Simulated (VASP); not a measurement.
# NaTmI4 (P4/mmm) in VASP: relaxation of cell and atoms with PBE

Aim: the relaxation of cell and atoms of NaTmI4 with PBE.

Everything below comes from runs of VASP 6.6.1. Logs are shortened: lines on timing, memory, paths and dates and some standing lists are left out, and cuts for length are marked.

## 1. The cell of the first run

Symmetry: P4/mmm, No. 123, tetragonal system. Conventional cell: a = 3.749 Å, b = 3.749 Å, c = 16.287 Å, α = 90.00°, β = 90.00°, γ = 90.00°. Na (site symmetry 4/mmm) has 8 I at 3.35 Å and 4 Na at 3.75 Å within 4.4 Å. Tm (site symmetry 4/mmm) has 8 I at 3.22 Å and 4 Tm at 3.75 Å within 4.2 Å. I (site symmetry 4mm) has 4 Na at 3.35 Å and 6 I at 3.75 to 4.27 Å within 4.4 Å. I (site symmetry 4mm) has 4 Tm at 3.22 Å and 6 I at 3.64 to 4.27 Å within 4.3 Å.

The cell was generated, and may not be a known phase.

## 2. Relaxation of cell and atoms, PBE

INCAR

```
  ALGO = Normal
  EDIFF = 1E-7
  EDIFFG = -0.01
  ENCUT = 500
  GGA = PE
  GGA_COMPAT = False
  IBRION = 2
  ISIF = 3
  ISMEAR = 0
  LASPH = True
  LCHARG = False
  LMAXMIX = 6
  LREAL = False
  LWAVE = False
  NELM = 200
  NELMIN = 4
  NSW = 100
  PREC = Accurate
  SIGMA = 0.1
```

KPOINTS

```
k-points
0
Gamma
  10 10 4
```

POSCAR

```
NaTmI4
1.0
    3.7490593995      0.0000000000      0.0000000000
    0.0000000000      3.7490593995      0.0000000000
    0.0000000000      0.0000000000     16.2866140209
Na Tm I
1 1 4
Direct
    0.0000000000      0.0000000000      0.5000000000
    0.0000000000      0.0000000000      0.0000000000
    0.5000000000      0.5000000000      0.3737524253
    0.5000000000      0.5000000000      0.8882493778
    0.5000000000      0.5000000000      0.1117506222
    0.5000000000      0.5000000000      0.6262475747
```

Potentials or basis: VASP PAW PBE potentials, release 64 (Na_pv, Tm_3, I), 4f in core.

On the command line:

```bash
$ cat potpaw_PBE.64/Na_pv/POTCAR potpaw_PBE.64/Tm_3/POTCAR potpaw_PBE.64/I/POTCAR > POTCAR
$ mpirun -np 1 vasp_std > vasp.out
```

OUTCAR:

```text
EDIFF = 1E-7
   EDIFFG = -0.01
   ENCUT = 500
   GGA = PE
   IBRION = 2
   ISIF = 3
   ISMEAR = 0
   LASPH = True
   LREAL = False
   NELM = 200
   NELMIN = 4
   NSW = 100
   PREC = Accurate

 ion  position               nearest neighbor table
   1  0.000  0.000  0.500-
   2  0.000  0.000  0.000-   4 3.22   5 3.22   4 3.22   5 3.22   4 3.22   5 3.22   4 3.22   5 3.22

   3  0.500  0.500  0.374-
   4  0.500  0.500  0.888-   2 3.22   2 3.22   2 3.22   2 3.22
   5  0.500  0.500  0.112-   2 3.22   2 3.22   2 3.22   2 3.22
   6  0.500  0.500  0.626-

  LATTYP: Found a simple tetragonal cell.
 ALAT       =     3.7490593995
 C/A-ratio  =     4.3441867107

  Lattice vectors:

 A1 = (   3.7490593995,   0.0000000000,   0.0000000000)
 A2 = (   0.0000000000,   3.7490593995,   0.0000000000)
 A3 = (   0.0000000000,   0.0000000000,  16.2866140209)

Analysis of symmetry for initial positions (statically):
=====================================================================
 Subroutine PRICEL returns:
 Original cell was already a primitive cell.

 Routine SETGRP: Setting up the symmetry group for a
 simple tetragonal supercell.

 Subroutine GETGRP returns: Found 16 space group operations
 (whereof 16 operations were pure point group operations)
 out of a pool of 16 trial point group operations.

The static configuration has the point symmetry D_4h.

Analysis of symmetry for dynamics (positions and initial velocities):
=====================================================================
 Subroutine PRICEL returns:
 Original cell was already a primitive cell.

 Routine SETGRP: Setting up the symmetry group for a
 simple tetragonal supercell.

 Subroutine GETGRP returns: Found 16 space group operations
 (whereof 16 operations were pure point group operations)
 out of a pool of 16 trial point group operations.

The dynamic configuration has the point symmetry D_4h.

 Subroutine INISYM returns: Found 16 space group operations
 (whereof 16 operations are pure point group operations),
 and found     1 'primitive' translations

----------------------------------------------------------------------------------------

                                     Primitive cell

  volume of cell :     228.9156

  direct lattice vectors                    reciprocal lattice vectors
     3.749059400  0.000000000  0.000000000     0.266733571  0.000000000  0.000000000
[... 103 lines left out ...]
   TEBEG  =    0.0;   TEEND  =   0.0 temperature during run
   PSTRESS=    0.0 pullay stress
   NELECT =      44.0000    total number of electrons
   NUPDOWN=      -1.0000    fix difference up-down
   EMIN   =  10.00;   EMAX   =-10.00  energy-range for DOS
   EFERMI =   0.00;   METHOD = LEGACY
   ISMEAR =     0;   SIGMA  =   0.10  broadening in eV -4-tet -1-fermi 0-gaus
   EFERMI_NEDOS =   21; number of points for ismear=-14 and -15
   IALGO  =     38    algorithm
   IMIX   =      4    mixing-type and parameters
     AMIX     =   0.40;   BMIX     =  1.00
     AMIX_MAG =   1.60;   BMIX_MAG =  1.00
  volume/ion in A,a.u.               =      38.15       257.47
  Fermi-wavevector in a.u.,A,eV,Ry     =   0.944787  1.785389 12.144866  0.892622
  Thomas-Fermi vector in A             =   2.072626
   LORBIT       =      0    0 simple, 1 ext, 2 COOP (PROOUT), +10 PAW based schemes
   GGA     = PE    functional components
   LHFCALC =     F    Hartree Fock is set to
   AEXX    =    0.0000 exact exchange contribution
   IVDW    =     0    specifies the selected vdW correction
   LEPSILON=     F    determine dielectric tensor
   LRPA    =     F    only Hartree local field effects (RPA)
 conjugate gradient relaxation of ions
 non-spin polarized calculation
 Gauss-broadening in eV      SIGMA  =   0.10
  energy-cutoff  :      500.00
  volume of cell :      228.92
 maximum number of plane-waves:      5852
 NGX is ok and might be reduce to    28
   NGX = 13   NGY = 13   NGZ = 59

--------------------------------------- Ionic step        1  -------------------------------------------

 number of electron      43.9999987 magnetization

 Free energy of the ion-electron system (eV)
  ---------------------------------------------------
  ext. energy  EPLUGINS =         0.00000000
  ---------------------------------------------------
  free energy    TOTEN  =       -17.02432395 eV

  energy without entropy =      -17.00053494  energy(sigma->0) =      -17.01242945

------------------------ aborting loop because EDIFF is reached ----------------------------------------

  FORCE on cell =-STRESS in cart. coord.  units (eV):
  Direction    XX          YY          ZZ          XY          YZ          ZX
  --------------------------------------------------------------------------------------
  -------------------------------------------------------------------------------------
  Total        0.2266669      0.2266669      0.5436089      0.0000000      0.0000000     -0.0000000
  in kB        1.5864382      1.5864382      3.8047115      0.0000000      0.0000000     -0.0000000
  external PRESSURE =       2.3258626 kB  Pullay stress =       0.0000000 kB
[... 107 lines left out ...]
--------------------------------------- Ionic step        4  -------------------------------------------

 number of electron      43.9999991 magnetization

 Free energy of the ion-electron system (eV)
  ---------------------------------------------------
  ext. energy  EPLUGINS =         0.00000000
  ---------------------------------------------------
  free energy    TOTEN  =       -17.02654830 eV

  energy without entropy =      -17.00245404  energy(sigma->0) =      -17.01450117

 E-fermi :   2.9246     XC(G=0):  -7.9142

 val. band max:        2.8432656928   @ k =   0.1000   0.0000   0.0000
 cond. band min:       2.9401506434   @ k =   0.0000   0.0000   0.0000
 fundamental gap:      0.0968849506
 Fermi energy:         2.9246243814

 k-point     1 :       0.0000    0.0000    0.0000
  band No.  band energies     occupation
      1     -23.9632      2.00000
      2     -23.6982      2.00000
      3     -23.6982      2.00000
      4     -20.5101      2.00000
      5     -20.5101      2.00000
      6     -20.5016      2.00000
[... 685 lines left out ...]
     25       5.3714      0.00000
     26       5.4748      0.00000

 [... further k-points ...]

------------------------ aborting loop because EDIFF is reached ----------------------------------------

  FORCE on cell =-STRESS in cart. coord.  units (eV):
  Direction    XX          YY          ZZ          XY          YZ          ZX
  --------------------------------------------------------------------------------------
  -------------------------------------------------------------------------------------
  Total       -0.0177193     -0.0177193      0.0288465      0.0000000      0.0000000     -0.0000000
  in kB       -0.1230290     -0.1230290      0.2002874      0.0000000      0.0000000     -0.0000000
  external PRESSURE =      -0.0152569 kB  Pullay stress =       0.0000000 kB
[... 21 lines left out ...]
  FREE ENERGIE OF THE ION-ELECTRON SYSTEM (eV)
  ---------------------------------------------------
  free  energy   TOTEN  =       -17.0265483015 eV

  energy  without entropy=      -17.0024540353  energy(sigma->0) =      -17.01450117

 reached required accuracy - stopping structural energy minimisation
```

OSZICAR:

```text
N       E                     dE             d eps       ncg     rms          rms(c)
DAV:   1     0.379388262974E+03    0.37939E+03   -0.17700E+04  3428   0.142E+03
DAV:   2     0.331574987266E+02   -0.34623E+03   -0.34048E+03  4058   0.396E+02
[... 40 lines left out ...]
       N       E                     dE             d eps       ncg     rms          rms(c)
DAV:   1    -0.170267881911E+02   -0.29491E-03   -0.57294E-03  3714   0.442E-01    0.930E-02
DAV:   2    -0.170276292348E+02   -0.84104E-03   -0.14075E-03  4748   0.183E-01    0.161E-01
DAV:   3    -0.170265772038E+02    0.10520E-02   -0.82979E-04  4314   0.107E-01    0.300E-02
DAV:   4    -0.170265526238E+02    0.24580E-04   -0.57768E-05  3928   0.393E-02    0.142E-02
DAV:   5    -0.170265482798E+02    0.43440E-05   -0.10619E-05  4716   0.177E-02    0.709E-03
DAV:   6    -0.170265483015E+02   -0.21737E-07   -0.81108E-07  4666   0.511E-03
   4 F= -.17026548E+02 E0= -.17014501E+02  d E =-.550234E-04
```

CONTCAR:

```text
NaTmI4
   1.00000000000000
     3.7545513158947315   -0.0000000000000000   -0.0000000000000000
     0.0000000000000000    3.7545513158947315   -0.0000000000000000
     0.0000000000000000    0.0000000000000000   16.3694256486150884
  Na              Tm              I
     1     1     4
Direct
     0.0000000000000000    0.0000000000000000    0.5000000000000000
     0.0000000000000000    0.0000000000000000    0.0000000000000000
     0.5000000000000000    0.5000000000000000    0.3737147366766415
     0.5000000000000000    0.5000000000000000    0.8879228485006457
     0.5000000000000000    0.5000000000000000    0.1120771514993542
     0.5000000000000000    0.5000000000000000    0.6262852633233585

  0.00000000E+00  0.00000000E+00  0.00000000E+00
  0.00000000E+00  0.00000000E+00  0.00000000E+00
  0.00000000E+00  0.00000000E+00  0.00000000E+00
  0.00000000E+00  0.00000000E+00  0.00000000E+00
  0.00000000E+00  0.00000000E+00  0.00000000E+00
  0.00000000E+00  0.00000000E+00  0.00000000E+00
```

Run time: 16 min. Hardware: 1 thread of Intel Xeon Platinum 8259CL at 2.50GHz (Skylake/Cascade Lake), shared host; peak memory 0.56 GiB.

What came out:

- Free energy: -17.0265 eV
- Relaxed volume: 38.46 Å³/atom
- Relaxed cell: a = 3.755 Å, b = 3.755 Å, c = 16.369 Å, α = 90.00°, β = 90.00°, γ = 90.00°
- Space group after relaxing (to 0.1 Å): P4/mmm (No. 123)
- Energy gained by relaxing: 0.4 meV/atom
- Ionic steps: 4
- Pressure after relaxing: 0.0 GPa
- Largest force after relaxing: 0.005 eV/Å
- Band gap on the k mesh: zero (bands 22 and 23 overlap by 0.64 eV)

Forces on the atoms (eV/Å):
```
Na   0.000  0.000  0.000
Tm   0.000  0.000  0.000
I    0.000  0.000  0.005
I    0.000  0.000  0.002
I    0.000  0.000 -0.002
I    0.000  0.000 -0.005
```

Step by step:
```
step  energy change (eV)  largest force (eV/Å)  pressure (GPa)  volume (Å³)
   1              0.0000                0.0990            0.23       228.92
   2             -0.0022                0.0085            0.00       230.75
   3             -0.0022                0.0051           -0.02       230.86
   4             -0.0022                0.0054            0.00       230.75
```

Final structure:
```cif
data_structure
_symmetry_space_group_name_H-M 'P 1'
_symmetry_Int_Tables_number 1
_cell_length_a 3.7546
_cell_length_b 3.7546
_cell_length_c 16.3694
_cell_angle_alpha 90.000
_cell_angle_beta 90.000
_cell_angle_gamma 90.000
_cell_volume 230.75
loop_
_atom_site_label
_atom_site_type_symbol
_atom_site_fract_x
_atom_site_fract_y
_atom_site_fract_z
_atom_site_occupancy
Na1 Na 0.00000 0.00000 0.50000 1
Tm1 Tm 0.00000 0.00000 0.00000 1
I1 I 0.50000 0.50000 0.37371 1
I2 I 0.50000 0.50000 0.88792 1
I3 I 0.50000 0.50000 0.11208 1
I4 I 0.50000 0.50000 0.62629 1
```

Caveat: spin-orbit coupling is left out, which moves the levels of the heavy elements; the 4f electrons are frozen in the core, so they carry no moment and show no levels; the run has no spin polarisation, though such a crystal can be magnetic. Spin polarisation is off, so any magnetic state and its effect on volume and gap are missing.

The gap in the log of VASP goes by the Fermi energy; the results here count the filled bands.